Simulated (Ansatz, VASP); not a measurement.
La in VASP and in Ansatz

```
La
1.0
    -2.11748    2.11748    2.11748
     2.11748   -2.11748    2.11748
     2.11748    2.11748   -2.11748
La
1
Direct
  0.00000 0.00000 0.00000
```

Alike in both runs: functional PBE; k mesh 11 × 11 × 11; occupations fermi-dirac, width 0.1 eV; no spin polarisation.

Ansatz relaxed the structure, and its values are those at the end. VASP's run is a single point on that final structure, the one shown.

```csv
,VASP,Ansatz
version,VASP 6.6.1,Ansatz 0.2.0
potentials or method,"VASP PAW PBE potentials, release 64 (La), cutoff 520 eV","plane waves (420 eV) with PAW, scalar-relativistic"
valence electrons in the cell,11,11
```

|  | VASP | Ansatz | Ansatz less VASP |
| --- | --- | --- | --- |
| pressure (GPa) | 0.0 | 0.0 | -0.04 |

Neither program's run includes spin-orbit coupling.
